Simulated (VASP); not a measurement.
# Ni (Im-3m) in VASP: settings compared, part 2 of 2

VASP 6.6.1.

### Step 6. Relaxation of cell and atoms, PBEsol, collinear spin, ferromagnetic start

This run uses another cell than the first one, of 10.60 Å³/atom, 1.012 times its volume.

Input file INCAR:

```
PREC = Accurate ; ENCUT = 600
EDIFF = 1E-6 ; ISMEAR = -1
SIGMA = 0.05 ; LREAL = False
LASPH = True ; NELM = 150
ALGO = Normal ; ISIF = 3
LWAVE = False ; LCHARG = False
ISPIN = 2 ; MAGMOM = 1
LORBIT = 11 ; LMAXMIX = 4
GGA = PS ; IBRION = 2
NSW = 60 ; EDIFFG = -0.01
```

Input file KPOINTS:

```
Automatic mesh
0
Gamma
  13 13 13
```

Input file POSCAR:

```
Ni
1.0
   -1.3837154700      1.3837154700      1.3837154700
    1.3837154700     -1.3837154700      1.3837154700
    1.3837154700      1.3837154700     -1.3837154700
Ni
1
Direct
    0.0000000000      0.0000000000      0.0000000000
```

Potentials or basis: VASP PAW PBE potentials, release 64 (Ni).

Run with:

```sh
$ cat potpaw_PBE.64/Ni/POTCAR > POTCAR
$ mpirun -np 1 vasp_std > vasp.out
```

OUTCAR:

```text
PREC = Accurate
   ENCUT = 600
   EDIFF = 1E-6
   ISMEAR = -1
   LREAL = False
   LASPH = True
   NELM = 150
   ISIF = 3
   ISPIN = 2
   LORBIT = 11
   GGA = PS
   IBRION = 2
   NSW = 60
   EDIFFG = -0.01

 ion  position               nearest neighbor table
   1  0.000  0.000  0.000-

  LATTYP: Found a body centered cubic cell.
 ALAT       =     2.7674309400

  Lattice vectors:

 A1 = (  -1.3837154700,   1.3837154700,   1.3837154700)
 A2 = (   1.3837154700,  -1.3837154700,   1.3837154700)
 A3 = (   1.3837154700,   1.3837154700,  -1.3837154700)

Analysis of symmetry for initial positions (statically):
=====================================================================
 Subroutine PRICEL returns:
 Original cell was already a primitive cell.

 Routine SETGRP: Setting up the symmetry group for a
 body centered cubic supercell.

 Subroutine GETGRP returns: Found 48 space group operations
 (whereof 48 operations were pure point group operations)
 out of a pool of 48 trial point group operations.

The static configuration has the point symmetry O_h .

Analysis of symmetry for dynamics (positions and initial velocities):
=====================================================================
 Subroutine PRICEL returns:
 Original cell was already a primitive cell.

 Routine SETGRP: Setting up the symmetry group for a
 body centered cubic supercell.

 Subroutine GETGRP returns: Found 48 space group operations
 (whereof 48 operations were pure point group operations)
 out of a pool of 48 trial point group operations.

The dynamic configuration has the point symmetry O_h .

Analysis of structural, dynamic, and magnetic symmetry:
=====================================================================
 Subroutine PRICEL returns:
 Original cell was already a primitive cell.

 Routine SETGRP: Setting up the symmetry group for a
 body centered cubic supercell.

 Subroutine GETGRP returns: Found 48 space group operations
 (whereof 48 operations were pure point group operations)
 out of a pool of 48 trial point group operations.

The overall configuration has the point symmetry O_h .

 Subroutine INISYM returns: Found 48 space group operations
 (whereof 48 operations are pure point group operations),
 and found     1 'primitive' translations

----------------------------------------------------------------------------------------

                                     Primitive cell

  volume of cell :      10.5974

  direct lattice vectors                    reciprocal lattice vectors
    -1.383715470  1.383715470  1.383715470     0.000000000  0.361345964  0.361345964
     1.383715470 -1.383715470  1.383715470     0.361345964  0.000000000  0.361345964
     1.383715470  1.383715470 -1.383715470     0.361345964  0.361345964  0.000000000

  length of vectors
     2.396665497  2.396665497  2.396665497     0.511020363  0.511020363  0.511020363

  position of ions in fractional coordinates (direct lattice)
     0.000000000  0.000000000  0.000000000

  ion indices of the primitive-cell ions
   primitive index   ion index
                 1           1

[... 55 lines left out ...]
   total plane-waves  NPLWV =   8000
   dimension x,y,z NGX =    20 NGY =   20 NGZ =   20
   dimension x,y,z NGXF=    40 NGYF=   40 NGZF=   40
   ions per type =               1
   NGX,Y,Z   is equivalent  to a cutoff of  13.87, 13.87, 13.87 a.u.
   NGXF,Y,Z  is equivalent  to a cutoff of  27.75, 27.75, 27.75 a.u.
 SYSTEM =  unknown system
   PREC   = accura    normal or accurate (medium, high low for compatibility)
   ISTART =      0    job   : 0-new  1-cont  2-samecut
   ICHARG =      2    charge: 1-file 2-atom 10-const
   ISPIN  =      2    spin polarized calculation?
   LNONCOLLINEAR =      F non collinear calculations
   LSORBIT =      F    spin-orbit coupling
   LASPH  =      T    aspherical Exc in radial PAW
   ENCUT  =  600.0 eV  44.10 Ry    6.64 a.u.   4.79  4.79  4.79*2*pi/ulx,y,z
   NELM   =    150;   NELMIN=  2; NELMDL= -5     # of ELM steps
   EDIFF  = 0.1E-05   stopping-criterion for ELM
   LREAL  =      F    real-space projection
   EDIFFG = -.1E-01   stopping-criterion for IOM
   NSW    =     60    number of steps for IOM
   IBRION =      2    ionic relax: 0-MD 1-quasi-New 2-CG
   NFREE  =      1    steps in history (QN), initial steepest desc. (CG)
   ISIF   =      3    stress and relaxation
   ISYM   =      2    0-nonsym 1-usesym 2-fastsym
   POTIM  = 0.5000    time-step for ionic-motion
   TEBEG  =    0.0;   TEEND  =   0.0 temperature during run
   PSTRESS=    0.0 pullay stress
   NELECT =      10.0000    total number of electrons
   NUPDOWN=      -1.0000    fix difference up-down
   EMIN   =  10.00;   EMAX   =-10.00  energy-range for DOS
   EFERMI =   0.00;   METHOD = LEGACY
   ISMEAR =    -1;   SIGMA  =   0.05  broadening in eV -4-tet -1-fermi 0-gaus
   EFERMI_NEDOS =   21; number of points for ismear=-14 and -15
   IALGO  =     38    algorithm
   IMIX   =      4    mixing-type and parameters
     AMIX     =   0.40;   BMIX     =  1.00
     AMIX_MAG =   1.60;   BMIX_MAG =  1.00
  volume/ion in A,a.u.               =      10.60        71.51
  Fermi-wavevector in a.u.,A,eV,Ry     =   1.605738  3.034405 35.081190  2.578395
  Thomas-Fermi vector in A             =   2.702037
   LORBIT       =     11    0 simple, 1 ext, 2 COOP (PROOUT), +10 PAW based schemes
   GGA     = PS    functional components
   LHFCALC =     F    Hartree Fock is set to
   AEXX    =    0.0000 exact exchange contribution
   IVDW    =     0    specifies the selected vdW correction
   LEPSILON=     F    determine dielectric tensor
   LRPA    =     F    only Hartree local field effects (RPA)
 conjugate gradient relaxation of ions
 spin polarized calculation
  energy-cutoff  :      600.00
  volume of cell :       10.60
 maximum number of plane-waves:       370
   NGX =  9   NGY =  9   NGZ =  9

--------------------------------------- Ionic step        1  -------------------------------------------

 number of electron      10.0000001 magnetization       0.5790744

 Free energy of the ion-electron system (eV)
  ---------------------------------------------------
  ext. energy  EPLUGINS =         0.00000000
  ---------------------------------------------------
  free energy    TOTEN  =        -6.03816292 eV

  energy without entropy =       -6.02293740  energy(sigma->0) =       -6.03055016

------------------------ aborting loop because EDIFF is reached ----------------------------------------

  FORCE on cell =-STRESS in cart. coord.  units (eV):
  Direction    XX          YY          ZZ          XY          YZ          ZX
  --------------------------------------------------------------------------------------
  -------------------------------------------------------------------------------------
  Total       -0.1720486     -0.1720486     -0.1720486      0.0000000      0.0000000     -0.0000000
  in kB      -26.0112503    -26.0112503    -26.0112503      0.0000000      0.0000000     -0.0000000
  external PRESSURE =     -26.0112503 kB  Pullay stress =       0.0000000 kB
[... 57 lines left out ...]
--------------------------------------- Ionic step        3  -------------------------------------------

 number of electron      10.0000005 magnetization       0.5716522

 Free energy of the ion-electron system (eV)
  ---------------------------------------------------
  ext. energy  EPLUGINS =         0.00000000
  ---------------------------------------------------
  free energy    TOTEN  =        -6.03919849 eV

  energy without entropy =       -6.02401086  energy(sigma->0) =       -6.03160467

 E-fermi :   9.5885     XC(G=0): -13.6601

 val. band max:        9.5744619511   @ k =   0.4615   0.0000   0.0000
 cond. band min:       9.5890667905   @ k =  -0.3077   0.3846   0.0769
 fundamental gap:      0.0146048394
 Fermi energy:         9.5885230176

 spin component 1

 k-point     1 :       0.0000    0.0000    0.0000
  band No.  band energies     occupation
      1       0.4023      1.00000
      2       7.2096      1.00000
      3       7.2096      1.00000
      4       7.2096      1.00000
      5       8.6907      1.00000
      6       8.6907      1.00000
      7      36.4367      0.00000
      8      36.4367      0.00000
      9      36.4367      0.00000
     10      41.5835      0.00000
[... 287 lines left out ...]
 k-point    24 :       0.2308    0.0769    0.0769
  band No.  band energies     occupation
      1       4.1459      1.00000
      2       6.4685      1.00000
      3       6.8113      1.00000
      4       8.5629      1.00000
      5       8.7736      1.00000
      6       9.3696      0.98760
      7      23.0566      0.00000
      8      27.7035      0.00000
      9      29.1731      0.00000
     10      37.9956      0.00000

 [... further k-points ...]

 spin component 2

 k-point     1 :       0.0000    0.0000    0.0000
  band No.  band energies     occupation
      1       0.4193      1.00000
      2       7.8673      1.00000
      3       7.8673      1.00000
      4       7.8673      1.00000
      5       9.2190      0.99938
      6       9.2190      0.99938
      7      36.3782      0.00000
      8      36.3782      0.00000
      9      36.3782      0.00000
     10      41.5577      0.00000
[... 327 lines left out ...]
  FREE ENERGIE OF THE ION-ELECTRON SYSTEM (eV)
  ---------------------------------------------------
  free  energy   TOTEN  =        -6.0391984872 eV

  energy  without entropy=       -6.0240108584  energy(sigma->0) =       -6.03160467

 reached required accuracy - stopping structural energy minimisation

 total charge

# of ion       s       p       d       tot
------------------------------------------
    1        0.511   0.530   8.346   9.388

 magnetization (x)

# of ion       s       p       d       tot
------------------------------------------
    1       -0.003  -0.014   0.591   0.574
```

Run time: 27 s. Hardware: 1 thread of AMD EPYC 9R45 (Zen 5), shared host; peak memory 0.11 GiB.

Results:

- Free energy: -6.0392 eV
- Relaxed volume: 10.47 Å³/atom
- Relaxed cell: a = 2.387 Å, b = 2.387 Å, c = 2.387 Å, α = 109.47°, β = 109.47°, γ = 109.47°
- Space group after relaxing (to 0.05 Å): Im-3m (No. 229)
- Energy gained by relaxing: 1.0 meV/atom
- Ionic steps: 3
- Pressure after relaxing: 0.0 GPa
- Net moment: 0.57 μB per cell
- Site moments: Ni +0.57 μB
- Valence electrons inside the program's atomic spheres: Ni 9.39

Step by step:
| step | energy change (eV) | largest force (eV/Å) | pressure (GPa) | volume (Å³) |
| --- | --- | --- | --- | --- |
| 1 | 0.0000 | 0.0000 | -2.60 | 10.60 |
| 2 | 0.0002 | 0.0000 | 2.82 | 10.34 |
| 3 | -0.0010 | 0.0000 | -0.03 | 10.47 |

Final structure:
```
CELL_PARAMETERS angstrom
-1.37819 1.37819 1.37819
1.37819 -1.37819 1.37819
1.37819 1.37819 -1.37819
ATOMIC_POSITIONS crystal
Ni 0.00000 0.00000 0.00000
```

Caveat: the PAW data sets were made with another functional, which shifts forces and pressure a little.

### Step 7. The runs side by side

| task | level | cell | cutoff (eV) | gap on the mesh (eV) | pressure (GPa) | moment (μB) |
| --- | --- | --- | --- | --- | --- | --- |
| single point | PBEsol | a = 2.388 Å, angles 109.5°, 1 atom | 520 | none | 0.0 | 0.57 |
| single point | RPBE | a = 2.397 Å, angles 109.5°, 1 atom | 520 | none | 13.6 | 0.58 |
| single point | revPBE | a = 2.397 Å, angles 109.5°, 1 atom | 520 | none | 11.8 | 0.58 |
| single point | RPBE | a = 2.451 Å, angles 109.5°, 1 atom | 520 | none | 0.1 | 0.61 |
| relaxation of cell and atoms | PBEsol | relaxed from a = 2.397 Å, angles 109.5°, 1 atom | 600 | none | 0.0 | 0.57 |

Alike in all rows: potentials or basis VASP PAW PBE potentials, release 64 (Ni); spin collinear, ferromagnetic start; k mesh 13 × 13 × 13; smearing fermi-dirac 0.05 eV.

Caveats: the PAW data sets were made with another functional, which shifts forces and pressure a little.

Absolute energies hang on the potentials; compare differences alone.
